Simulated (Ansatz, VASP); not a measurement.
# Si2Mo: VASP beside Ansatz

INCAR

```
SYSTEM = Si2Mo
ALGO = Normal
EDIFF = 1E-6
ENCUT = 520
GGA = PS
ISIF = 2
ISMEAR = -1
LASPH = .True.
LCHARG = .False.
LDAU = .True.
LDAUJ = 0 0
LDAUL = 2 -1
LDAUPRINT = 1
LDAUTYPE = 2
LDAUU = 6 0
LMAXMIX = 4
LREAL = .False.
LWAVE = .False.
NBANDS = 18
NELM = 150
PREC = Accurate
SIGMA = 0.05
```

File KPOINTS:

```
k-points
0
Gamma
  12 12 12
  0 0 0
```

POSCAR

```
Si2Mo
1.0
   -1.6000000000      1.6000000000      3.9305000000
    1.6000000000     -1.6000000000      3.9305000000
    1.6000000000      1.6000000000     -3.9305000000
Mo Si
1 2
Direct
    0.0000000000      0.0000000000      0.0000000000
    0.6670000000      0.6670000000      0.0000000000
    0.3330000000      0.3330000000      0.0000000000
```

File input.yaml:

```yaml
crystal:
  lattice:
    - [-1.6, 1.6, 3.9305]
    - [1.6, -1.6, 3.9305]
    - [1.6, 1.6, -3.9305]
  atoms:
    - { symbol: Mo, position: [0.0, 0.0, 0.0] }
    - { symbol: Si, position: [0.667, 0.667, 0.0] }
    - { symbol: Si, position: [0.333, 0.333, 0.0] }
kpoints:
  mp_grid: { grid: [12, 12, 12] }
scf:
  occupations: { method: fermi_dirac, width: 0.05 }
hamiltonian:
  xc: pbesol
  pseudopotentials: { kind: all_electron, lapw: { basis_error: 0.002 } }
  hubbard:
    sites: [{ species: Mo, l: d, u_eff: 6 }]
    double_counting: fll
    projectors: ortho-atomic
output:
  forces: true
  stress: true
  eigenvalues: true
  dos: { projected: false, de: 0.2, e_range: [-20, 10] }
  hubbard: {}
```

Alike in both runs: functional PBEsol; k mesh 12 × 12 × 12; occupations fermi-dirac, width 0.05 eV; no spin polarisation; Hubbard terms Mo d U = 6.0 eV.

```csv
,VASP,Ansatz
version,VASP 6.6.1,Ansatz 0.2.0
potentials or method,"VASP PAW PBE potentials, release 64 (Mo_sv, Si), cutoff 520 eV","all-electron LAPW, scalar-relativistic"
task,single point,density of states
```

|  | VASP | Ansatz | Ansatz less VASP |
| --- | --- | --- | --- |
| gap on the k mesh at the Fermi level (eV) | none | none | - |
| pressure (GPa) | 1.5 | -3.8 | -5.28 |
| traceless stress, the component that is largest in VASP (GPa) | -0.94 | -2.41 | -1.466 |
| rms of the force components (eV/Å) | 0.257 | 0.348 | +0.0905 |

VASP's potentials were made for PBE, not for PBEsol. The programs project onto different local orbitals, so the same U acts differently, and such runs can settle in different states. Atom by atom the forces differ by 0.091 eV/Å (rms over components). A gap of «none» marks a metal or a gap that the smearing closes. Ansatz ran all-electron here, and VASP with PAW potentials.

Noted on Ansatz's run: U is the effective U less J, on atomic orbitals that reach past the spheres.
